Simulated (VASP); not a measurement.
# Al3GaN4 (Cm) in VASP: further runs, part 2 of 2

VASP 6.6.1.

## Step 3: Single point, r2SCAN

File POSCAR:

```
Al3GaN4
1.0
    0.0000000000     -4.4012372922      0.0000000000
    0.0000000000      0.0000000000     -4.4012372922
    8.8024745843     -1.1003093230      1.1003093230
Al Ga N
6 2 8
Direct
    0.2652750000      1.2347250000      0.9389000000
    0.3902750000      1.1097250000      0.4389000000
    0.7652750000      0.7347250000      0.9389000000
    0.8902750000      0.6097250000      0.4389000000
    0.4527750000      0.5472250000      0.1889000000
    0.3277750000      0.6722250000      0.6889000000
    0.9527750000      1.0472250000      0.1889000000
    0.8277750000      1.1722250000      0.6889000000
    0.2402595698      0.7597404302      0.0611290801
    0.1152595698      0.8847404302      0.5611290801
    0.7291758902      0.2708241098      0.0611290801
    0.6041758902      0.3958241098      0.5611290801
    0.0513741098      0.4597095698      0.8166709199
    0.1763741098      0.3347095698      0.3166709199
    0.5402904302      0.9486258902      0.8166709199
    0.6652904302      0.8236258902      0.3166709199
```

File INCAR.step1:

```
ALGO     = Normal         # electronic algorithm
EDIFF    = 1E-4           # SCF threshold, eV
ENCUT    = 520            # plane-wave cutoff, eV
GGA      = PE             # functional
ISMEAR   = 0              # smearing method
LASPH    = T              # aspherical terms in the spheres
LCHARG   = F              # write CHGCAR
LREAL    = Auto         
LWAVE    = T              # write WAVECAR
NBANDS   = 56             # bands
NELM     = 100            # most SCF steps
PREC     = Accurate       # precision mode
SIGMA    = 0.05           # smearing width, eV
```

File INCAR.step2:

```
ALGO     = Normal         # electronic algorithm
EDIFF    = 1E-7           # SCF threshold, eV
ENCUT    = 520            # plane-wave cutoff, eV
ISIF     = 2              # what is computed and relaxed
ISMEAR   = 0              # smearing method
ISTART   = 1            
LASPH    = T              # aspherical terms in the spheres
LCHARG   = F              # write CHGCAR
LMIXTAU  = T            
LREAL    = Auto         
LWAVE    = F              # write WAVECAR
METAGGA  = R2SCAN         # meta-GGA
NBANDS   = 56             # bands
NELM     = 100            # most SCF steps
PREC     = Accurate       # precision mode
SIGMA    = 0.05           # smearing width, eV
```

File KPOINTS:

```
k-points
0
Gamma
  5 5 3
```

Potentials or basis: VASP PAW PBE potentials, release 64 (Al, Ga_d, N).

Launch:

```console
$ cat potpaw_PBE.64/Al/POTCAR potpaw_PBE.64/Ga_d/POTCAR potpaw_PBE.64/N/POTCAR > POTCAR
$ cp INCAR.step1 INCAR
$ mpirun -np 1 vasp_std > vasp.out
$ cp INCAR.step2 INCAR
$ mpirun -np 1 vasp_std > vasp.out
```

OUTCAR:

```text
EDIFF = 1E-7
   ENCUT = 520
   ISIF = 2
   ISMEAR = 0
   ISTART = 1
   LASPH = T
   LREAL = Auto
   METAGGA = R2SCAN
   NELM = 100
   PREC = Accurate

 ion  position               nearest neighbor table
   1  0.265  0.235  0.939-  15 1.89  13 1.89   9 2.43  11 2.43  11 2.47   9 2.47   7 2.70   5 2.70
                             8 3.11   6 3.11   6 3.11   8 3.11   3 3.11   3 3.11   3 3.11   3 3.11
   2  0.390  0.110  0.439-  16 1.89  12 1.89  10 1.89  14 1.89   5 3.11   6 3.11   7 3.11   8 3.11
                             7 3.11   6 3.11   5 3.11   8 3.11   4 3.11   4 3.11   4 3.11   4 3.11
   3  0.765  0.735  0.939-  13 1.89  15 1.89   9 2.43  11 2.43  11 2.47   9 2.47   7 2.70   5 2.70
                             8 3.11   6 3.11   8 3.11   6 3.11   1 3.11   1 3.11   1 3.11   1 3.11
   4  0.890  0.610  0.439-  14 1.89  12 1.89  10 1.89  16 1.89   5 3.11   6 3.11   7 3.11   8 3.11
                             5 3.11   8 3.11   7 3.11   6 3.11   2 3.11   2 3.11   2 3.11   2 3.11
   5  0.453  0.547  0.189-   9 1.89  14 1.89  16 1.89  11 1.89   1 2.70   3 2.70   2 3.11   4 3.11
                             2 3.11   4 3.11   7 3.11   7 3.11   7 3.11   7 3.11
   6  0.328  0.672  0.689-  10 1.89  13 1.89  15 1.89  12 1.89   1 3.11   2 3.11   3 3.11   4 3.11
[... 239 lines left out ...]
      3      -9.1171      2.00000
      4      -8.5248      2.00000
      5      -8.4927      2.00000
      6      -8.3948      2.00000
[... 1357 lines left out ...]
     53      15.4339      0.00000
     54      15.6751      0.00000
 [bands above 54 left out]

------------------------ aborting loop because EDIFF is reached ----------------------------------------

  FORCE on cell =-STRESS in cart. coord.  units (eV):
  Direction    XX          YY          ZZ          XY          YZ          ZX
  --------------------------------------------------------------------------------------
  -------------------------------------------------------------------------------------
  Total       13.3131789    -10.0454022    -10.0454022     -0.0214416     14.5561778      0.0214413
  in kB      125.0944384    -94.3894738    -94.3894738     -0.2014714    136.7740122      0.2014685
  external PRESSURE =     -21.2281697 kB  Pullay stress =       0.0000000 kB

 VOLUME and BASIS-vectors are now :
 -----------------------------------------------------------------------------
  energy-cutoff  :      520.00
  volume of cell :      170.51
      direct lattice vectors                 reciprocal lattice vectors
     0.000000000 -4.401237292  0.000000000    -0.028401104 -0.227208836  0.000000000
     0.000000000  0.000000000 -4.401237292     0.028401104  0.000000000 -0.227208836
     8.802474584 -1.100309323  1.100309323     0.113604418  0.000000000  0.000000000

 POSITION                                       TOTAL-FORCE (eV/Angst)
 -----------------------------------------------------------------------------------
      8.26464     -2.20062     -0.00000         0.247323     -0.181780     -0.185647
      3.86341     -2.20062     -0.00000        -0.047062     -0.000979     -0.003819
      8.26464     -4.40124     -2.20062         0.247323      0.185647      0.181780
      3.86341     -4.40124     -2.20062        -0.047062      0.003819      0.000979
      1.66279     -2.20062     -2.20062         1.483600      0.017344     -0.017344
      6.06402     -2.20062     -2.20062        -0.480552     -0.016814      0.016814
[... 8 lines left out ...]
      7.18873     -3.27654     -3.27654        -1.649823      0.124432      0.124159
      2.78749     -3.27654     -3.27654         0.177538      0.028340      0.026182
 -----------------------------------------------------------------------------------
    total drift:                                0.002603     -0.005166      0.005163

  FREE ENERGIE OF THE ION-ELECTRON SYSTEM (eV)
  ---------------------------------------------------
  free  energy   TOTEN  =      -151.5632304069 eV

  energy  without entropy=     -151.5632304069  energy(sigma->0) =     -151.56323041
```

OSZICAR.step1:

```text
N       E                     dE             d eps       ncg     rms          rms(c)
DAV:   1     0.849925226749E+03    0.84993E+03   -0.35942E+04  3056   0.190E+03
DAV:   2     0.447252720162E+02   -0.80520E+03   -0.74426E+03  3064   0.571E+02
DAV:   3    -0.113266304070E+03   -0.15799E+03   -0.15266E+03  3064   0.181E+02
DAV:   4    -0.124878690660E+03   -0.11612E+02   -0.11509E+02  3576   0.549E+01
DAV:   5    -0.125206651742E+03   -0.32796E+00   -0.32708E+00  3376   0.931E+00    0.234E+01
DAV:   6    -0.106463915335E+03    0.18743E+02   -0.67075E+01  4416   0.589E+01    0.751E+00
DAV:   7    -0.106759471682E+03   -0.29556E+00   -0.61275E+00  3128   0.127E+01    0.561E+00
DAV:   8    -0.106667219906E+03    0.92252E-01   -0.58061E-01  4000   0.503E+00    0.167E+00
DAV:   9    -0.106655615080E+03    0.11605E-01   -0.79532E-02  4144   0.306E+00    0.533E-01
DAV:  10    -0.106655343339E+03    0.27174E-03   -0.20279E-02  3336   0.690E-01    0.273E-01
DAV:  11    -0.106655794282E+03   -0.45094E-03   -0.21460E-03  3592   0.379E-01    0.978E-02
DAV:  12    -0.106655939485E+03   -0.14520E-03   -0.61917E-04  3072   0.183E-01    0.313E-02
DAV:  13    -0.106655929084E+03    0.10401E-04   -0.73815E-05  1920   0.761E-02
   1 F= -.10665593E+03 E0= -.10665593E+03  d E =-.233128E-11
```

Run time: 36 min. Hardware: 1 thread of Intel Xeon 8259CL, shared host; peak memory 0.4 GiB.

Results:

```yaml
Free_energy: -151.5632 eV
Pressure: -2.1 GPa
Largest_force: 1.814 eV/Å
Band_gap_on_the_k_mesh: 0.93 eV (least direct gap 1.42 eV)
```

Forces in eV/Å, atoms in the order of the input:
```
Al   0.247 -0.182 -0.186
Al  -0.047 -0.001 -0.004
Al   0.247  0.186  0.182
Al  -0.047  0.004  0.001
Al   1.484  0.017 -0.017
Al  -0.481 -0.017  0.017
Ga   1.814 -0.027  0.027
Ga  -0.385  0.016 -0.016
N    0.231 -0.506  0.506
N   -0.035 -0.065  0.065
N   -0.024  0.505 -0.505
N   -0.060  0.067 -0.067
N   -1.650 -0.124 -0.124
N    0.178 -0.026 -0.028
N   -1.650  0.124  0.124
N    0.178  0.028  0.026
```

Levels at points of the mesh, in eV from the valence-band top:
| k point | band 38 | band 39 | band 40 | band 41 | band 42 | band 43 | band 44 | band 45 | band 46 | band 47 |
| --- | --- | --- | --- | --- | --- | --- | --- | --- | --- | --- |
| (0.00, 0.00, 0.00) | -1.63 | -1.60 | -1.45 | -0.55 | -0.49 | 0.93 | 1.20 | 2.05 | 2.66 | 4.18 |

Caveat: the PAW data sets were made with another functional, which shifts forces and pressure a little; an odd mesh through Γ misses points on the zone boundary, where band edges can lie.

## Step 4: Single point, r2SCAN

This run uses another cell than the first one, of the same volume but with other edges.

File POSCAR:

```
Al3GaN4
1.0
    0.0000000000     -4.4012372922      0.0000000000
    0.0000000000      0.0000000000     -4.4012372922
    8.8024745843     -1.8339955797      1.8339955797
Al Ga N
6 2 8
Direct
    0.1087603700      1.3912396300      0.9389000000
    0.3171103700      1.1828896300      0.4389000000
    0.6087603700      0.8912396300      0.9389000000
    0.8171103700      0.6828896300      0.4389000000
    0.4212853700      0.5787146300      0.1889000000
    0.2129353700      0.7870646300      0.6889000000
    0.9212853700      1.0787146300      0.1889000000
    0.7129353700      1.2870646300      0.6889000000
    0.2300693521      0.7699306479      0.0611290801
    0.0217193521      0.9782806479      0.5611290801
    0.7189856725      0.2810143275      0.0611290801
    0.5106356725      0.4893643275      0.5611290801
   -0.0847649325      0.5958486121      0.8166709199
    0.1235850675      0.3874986121      0.3166709199
    0.4041513879      1.0847649325      0.8166709199
    0.6125013879      0.8764149325      0.3166709199
```

File INCAR.step1:

```
SYSTEM = Al3GaN4
ALGO = Normal
EDIFF = 1E-4
ENCUT = 520
GGA = PE
ISMEAR = 0
LASPH = .True.
LCHARG = .False.
LREAL = Auto
LWAVE = .True.
NBANDS = 56
NELM = 60
PREC = Accurate
SIGMA = 0.05
```

File INCAR.step2:

```
SYSTEM = Al3GaN4
ALGO = Normal
EDIFF = 1E-6
ENCUT = 520
ISIF = 2
ISMEAR = 0
ISTART = 1
LASPH = .True.
LCHARG = .True.
LELF = .True.
LMIXTAU = .True.
LREAL = Auto
LVHAR = .True.
LWAVE = .False.
METAGGA = R2SCAN
NBANDS = 56
NELM = 60
PREC = Accurate
SIGMA = 0.05
```

File KPOINTS:

```
k-points
0
Gamma
  5 5 3
  0 0 0
```

Launch:

```console
$ cat potpaw_PBE.64/Al/POTCAR potpaw_PBE.64/Ga_d/POTCAR potpaw_PBE.64/N/POTCAR > POTCAR
$ cp INCAR.step1 INCAR
$ mpirun -np 1 vasp_std > vasp.out
$ cp INCAR.step2 INCAR
$ mpirun -np 1 vasp_std > vasp.out
```

Wall time 30 min (1 thread of Intel Xeon 8259CL, shared host); peak memory 0.4 GiB.

The run converged. Its results:

| Quantity | Value |
| --- | --- |
| Free energy | -157.4157 eV |
| Pressure | -0.8 GPa |
| Largest force | 2.608 eV/Å |
| Band gap on the k mesh | 3.32 eV |

Forces in eV/Å, atoms in the order of the input:
```
Al   0.349  1.465 -1.390
Al  -0.038  0.002 -0.023
Al   0.349  1.390 -1.465
Al  -0.038  0.023 -0.002
Al   0.454 -0.184  0.184
Al  -0.098  0.058 -0.058
Ga   0.431 -0.167  0.167
Ga  -0.070  0.066 -0.066
N   -0.313 -1.831  1.831
N   -0.018 -0.015  0.015
N   -0.611 -1.509  1.509
N   -0.025  0.068 -0.068
N   -0.280  0.284 -0.559
N    0.093 -0.143  0.067
N   -0.280  0.559 -0.284
N    0.093 -0.067  0.143
```

Stress tensor (GPa, compression positive):
```
 2.06 -6.21  6.21
-6.21 -2.18  2.13
 6.21  2.13 -2.18
```

Levels at points of the mesh, in eV from the valence-band top:
| k point | band 39 | band 40 | band 41 | band 42 | band 43 | band 44 | band 45 | band 46 |
| --- | --- | --- | --- | --- | --- | --- | --- | --- |
| (0.00, 0.00, 0.00) | -1.32 | -0.65 | -0.26 | 0.00 | 3.32 | 3.58 | 4.22 | 4.42 |

Caveat: the PAW data sets were made with another functional, which shifts forces and pressure a little; an odd mesh through Γ misses points on the zone boundary, where band edges can lie.

## Step 5: The runs side by side

```tsv
cell	gap on the mesh (eV)	pressure (GPa)	largest force (eV/Å)
a = 4.401, b = 4.401, c = 8.818 Å, angles 92.4, 87.6, 90.0°, 16 atoms	3.31	-0.8	2.51
a = 4.401, b = 4.401, c = 8.939 Å, angles 97.1, 82.9, 90.0°, 16 atoms	0.93	-2.1	1.81
a = 4.401, b = 4.401, c = 9.177 Å, angles 101.5, 78.5, 90.0°, 16 atoms	3.32	-0.8	2.61
```

Alike in all rows: task single point; level r2SCAN; potentials or basis VASP PAW PBE potentials, release 64 (Al, Ga_d, N); no spin polarisation; k mesh 5 × 5 × 3; cutoff (eV) 520; smearing gaussian 0.05 eV.

Caveats: the PAW data sets were made with another functional, which shifts forces and pressure a little; an odd mesh through Γ misses points on the zone boundary, where band edges can lie.

Total energies depend on the potentials used, so only differences within one code and one set of settings carry meaning.
